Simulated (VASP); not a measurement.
# AlAu (Pm-3m) in VASP: a series of runs

The runs below take AlAu through relaxation of the atoms, with LDA.

Program: VASP 6.6.1. These are calculated values, not measurements. Logs are shortened: lines on timing, memory, paths and dates and some standing lists are left out, and cuts for length are marked.

### Step 1. The cell of the first run

The structure is cubic, space group Pm-3m (No. 221). The conventional cell has a = 2.719 Å, b = 2.719 Å, c = 2.719 Å, α = 90.00°, β = 90.00°, γ = 90.00°. Al (site symmetry m-3m) has 8 Au at 2.35 Å and 6 Al at 2.72 Å within 3.1 Å. Au (site symmetry m-3m) has 8 Al at 2.35 Å and 6 Au at 2.72 Å within 3.1 Å.

### Step 2. Relaxation of the atoms, LDA

File INCAR:

```
  ALGO = Normal
  EDIFF = 1E-7
  EDIFFG = -0.01
  ENCUT = 520
  GGA = CA
  IBRION = 2
  ISIF = 2
  ISMEAR = -1
  LASPH = T
  LCHARG = F
  LREAL = F
  LWAVE = F
  NELM = 100
  NSW = 50
  PREC = Accurate
  SIGMA = 0.05
```

File KPOINTS:

```
k-points
0
Gamma
  11 11 11
```

File POSCAR:

```
AlAu
1.0
    2.7191779938      0.0000000000      0.0000000000
    0.0000000000      2.7191779938      0.0000000000
    0.0000000000      0.0000000000      2.7191779938
Al Au
1 1
Direct
    0.0000000000      0.0000000000      0.0000000000
    0.5000000000      0.5000000000      0.5000000000
```

Potentials or basis: VASP PAW LDA potentials, release 64 (Al, Au).

Started as:

```console
cat potpaw_LDA.64/Al/POTCAR potpaw_LDA.64/Au/POTCAR > POTCAR
mpirun -np 1 vasp_std > vasp.out
```

OUTCAR:

```text
EDIFF = 1E-7
   EDIFFG = -0.01
   ENCUT = 520
   GGA = CA
   IBRION = 2
   ISIF = 2
   ISMEAR = -1
   LASPH = T
   LREAL = F
   NELM = 100
   NSW = 50
   PREC = Accurate

 ion  position               nearest neighbor table
   1  0.000  0.000  0.000-   2 2.35   2 2.35   2 2.35   2 2.35   2 2.35   2 2.35   2 2.35   2 2.35

   2  0.500  0.500  0.500-   1 2.35   1 2.35   1 2.35   1 2.35   1 2.35   1 2.35   1 2.35   1 2.35

  LATTYP: Found a simple cubic cell.
 ALAT       =     2.7191779938

  Lattice vectors:

 A1 = (   2.7191779938,   0.0000000000,   0.0000000000)
 A2 = (   0.0000000000,   2.7191779938,   0.0000000000)
 A3 = (   0.0000000000,   0.0000000000,   2.7191779938)

Analysis of symmetry for initial positions (statically):
=====================================================================
 Subroutine PRICEL returns:
 Original cell was already a primitive cell.

 Routine SETGRP: Setting up the symmetry group for a
 simple cubic supercell.

 Subroutine GETGRP returns: Found 48 space group operations
 (whereof 48 operations were pure point group operations)
 out of a pool of 48 trial point group operations.

The static configuration has the point symmetry O_h .

Analysis of symmetry for dynamics (positions and initial velocities):
=====================================================================
 Subroutine PRICEL returns:
 Original cell was already a primitive cell.

 Routine SETGRP: Setting up the symmetry group for a
 simple cubic supercell.

 Subroutine GETGRP returns: Found 48 space group operations
 (whereof 48 operations were pure point group operations)
 out of a pool of 48 trial point group operations.

The dynamic configuration has the point symmetry O_h .

 Subroutine INISYM returns: Found 48 space group operations
 (whereof 48 operations are pure point group operations),
 and found     1 'primitive' translations

----------------------------------------------------------------------------------------

                                     Primitive cell

  volume of cell :      20.1054

  direct lattice vectors                    reciprocal lattice vectors
     2.719177994  0.000000000  0.000000000     0.367758198  0.000000000  0.000000000
     0.000000000  2.719177994  0.000000000     0.000000000  0.367758198  0.000000000
     0.000000000  0.000000000  2.719177994     0.000000000  0.000000000  0.367758198

  length of vectors
     2.719177994  2.719177994  2.719177994     0.367758198  0.367758198  0.367758198

[... 89 lines left out ...]
   TEBEG  =    0.0;   TEEND  =   0.0 temperature during run
   PSTRESS=    0.0 pullay stress
   NELECT =      14.0000    total number of electrons
   NUPDOWN=      -1.0000    fix difference up-down
   EMIN   =  10.00;   EMAX   =-10.00  energy-range for DOS
   EFERMI =   0.00;   METHOD = LEGACY
   ISMEAR =    -1;   SIGMA  =   0.05  broadening in eV -4-tet -1-fermi 0-gaus
   EFERMI_NEDOS =   21; number of points for ismear=-14 and -15
   IALGO  =     38    algorithm
   IMIX   =      4    mixing-type and parameters
     AMIX     =   0.40;   BMIX     =  1.00
     AMIX_MAG =   1.60;   BMIX_MAG =  1.00
  volume/ion in A,a.u.               =      10.05        67.84
  Fermi-wavevector in a.u.,A,eV,Ry     =   1.451042  2.742071 28.647363  2.105522
  Thomas-Fermi vector in A             =   2.568584
   LORBIT       =      0    0 simple, 1 ext, 2 COOP (PROOUT), +10 PAW based schemes
   GGA     = CA    functional components
   LHFCALC =     F    Hartree Fock is set to
   AEXX    =    0.0000 exact exchange contribution
   IVDW    =     0    specifies the selected vdW correction
   LEPSILON=     F    determine dielectric tensor
   LRPA    =     F    only Hartree local field effects (RPA)
 conjugate gradient relaxation of ions
 non-spin polarized calculation
  energy-cutoff  :      520.00
  volume of cell :       20.11
 maximum number of plane-waves:       552
   NGX = 11   NGY = 11   NGZ = 11

 number of electron      13.9999995 magnetization

 Free energy of the ion-electron system (eV)
  ---------------------------------------------------
  ext. energy  EPLUGINS =         0.00000000
  ---------------------------------------------------
  free energy    TOTEN  =        -4.89823135 eV

  energy without entropy =       -4.89541521  energy(sigma->0) =       -4.89682328

 E-fermi :  19.3913     XC(G=0): -14.3586

 val. band max:       19.3336636093   @ k =   0.4545   0.4545   0.3636
 cond. band min:      19.5112188972   @ k =   0.4545   0.3636   0.0000
 fundamental gap:      0.1775552879
 Fermi energy:        19.3913174184

 k-point     1 :       0.0000    0.0000    0.0000
  band No.  band energies     occupation
      1       1.7168      2.00000
      2       7.2095      2.00000
      3       7.2095      2.00000
      4      11.8911      2.00000
      5      11.8911      2.00000
      6      11.8911      2.00000
      7      21.9380      0.00000
      8      21.9380      0.00000
      9      21.9380      0.00000
     10      27.4407      0.00000
     11      27.4407      0.00000
[... 309 lines left out ...]
 k-point    24 :       0.2727    0.0909    0.0909
  band No.  band energies     occupation
      1       3.7861      2.00000
      2       7.8898      2.00000
      3       8.2204      2.00000
      4      10.3591      2.00000
      5      10.5021      2.00000
      6      11.6537      2.00000
      7      17.6337      2.00000
      8      23.0549      0.00000
      9      23.4842      0.00000
     10      25.8605      0.00000
     11      30.8521      0.00000

 [... further k-points ...]

------------------------ aborting loop because EDIFF is reached ----------------------------------------

  FORCE on cell =-STRESS in cart. coord.  units (eV):
  Direction    XX          YY          ZZ          XY          YZ          ZX
  --------------------------------------------------------------------------------------
  -------------------------------------------------------------------------------------
  Total       23.8314957     23.8314957     23.8314957     -0.0000000     -0.0000000      0.0000000
  in kB     1899.1049735   1899.1049735   1899.1049735     -0.0000000     -0.0000000      0.0000000
  external PRESSURE =    1899.1049735 kB  Pullay stress =       0.0000000 kB

 VOLUME and BASIS-vectors are now :
 -----------------------------------------------------------------------------
  energy-cutoff  :      520.00
  volume of cell :       20.11
      direct lattice vectors                 reciprocal lattice vectors
     2.719177994  0.000000000  0.000000000     0.367758198  0.000000000  0.000000000
     0.000000000  2.719177994  0.000000000     0.000000000  0.367758198  0.000000000
     0.000000000  0.000000000  2.719177994     0.000000000  0.000000000  0.367758198

 POSITION                                       TOTAL-FORCE (eV/Angst)
 -----------------------------------------------------------------------------------
      0.00000      0.00000      0.00000         0.000000      0.000000      0.000000
      1.35959      1.35959      1.35959         0.000000      0.000000      0.000000
 -----------------------------------------------------------------------------------
    total drift:                               -0.000000      0.000000     -0.000000

  FREE ENERGIE OF THE ION-ELECTRON SYSTEM (eV)
  ---------------------------------------------------
  free  energy   TOTEN  =        -4.8982313537 eV

  energy  without entropy=       -4.8954152140  energy(sigma->0) =       -4.89682328

 reached required accuracy - stopping structural energy minimisation
```

OSZICAR:

```text
N       E                     dE             d eps       ncg     rms          rms(c)
DAV:   1     0.603146347341E+02    0.60315E+02   -0.71145E+03  1336   0.118E+03
DAV:   2    -0.515825029741E+01   -0.65473E+02   -0.62509E+02  1370   0.234E+02
DAV:   3    -0.619055508340E+01   -0.10323E+01   -0.10288E+01  1420   0.281E+01
DAV:   4    -0.619416818165E+01   -0.36131E-02   -0.36129E-02  1346   0.202E+00
DAV:   5    -0.619418922168E+01   -0.21040E-04   -0.21040E-04  1415   0.154E-01    0.298E+01
DAV:   6    -0.508692821951E+01    0.11073E+01   -0.27555E+00  1295   0.192E+01    0.157E+01
DAV:   7    -0.492504282198E+01    0.16189E+00   -0.11907E-01  1358   0.382E+00    0.554E+00
DAV:   8    -0.489815393517E+01    0.26889E-01   -0.94304E-03  1283   0.939E-01    0.354E-01
DAV:   9    -0.489824582994E+01   -0.91895E-04   -0.80310E-05  1445   0.892E-02    0.182E-01
DAV:  10    -0.489823128593E+01    0.14544E-04   -0.13709E-05  1322   0.321E-02    0.101E-02
DAV:  11    -0.489823135373E+01   -0.67795E-07   -0.29438E-07  1413   0.503E-03
   1 F= -.48982314E+01 E0= -.48968233E+01  d E =-.489823E+01
```

CONTCAR:

```text
AlAu
   1.00000000000000
     2.7191779937999998    0.0000000000000000    0.0000000000000000
     0.0000000000000000    2.7191779937999998    0.0000000000000000
     0.0000000000000000    0.0000000000000000    2.7191779937999998
  Al              Au
     1     1
Direct
     0.0000000000000000    0.0000000000000000    0.0000000000000000
     0.5000000000000000    0.5000000000000000    0.5000000000000000

  0.00000000E+00  0.00000000E+00  0.00000000E+00
  0.00000000E+00  0.00000000E+00  0.00000000E+00
```

Run time: 3.9 s. Hardware: 1 thread of Intel Xeon Platinum 8559C (Emerald Rapids), shared host; peak memory 0.13 GiB.

What came out:

```
Free energy             : -4.8982 eV
Pressure after relaxing : 189.9 GPa
Band gap on the k mesh  : zero (band 7 reaches 21.94 eV, above the bottom of band 8 at 18.52 eV)
```

Final structure:
```yaml
crystal:
  lattice:
    - [2.71918, 0.00000, 0.00000]
    - [0.00000, 2.71918, 0.00000]
    - [0.00000, 0.00000, 2.71918]
  atoms:
    - { symbol: Al, position: [0.00000, 0.00000, 0.00000] }
    - { symbol: Au, position: [0.50000, 0.50000, 0.50000] }
```

Caveat: the relaxation stopped at its first step, so nothing moved; spin-orbit coupling is left out, which moves the levels of the heavy elements.

[end of part 1 of 2]
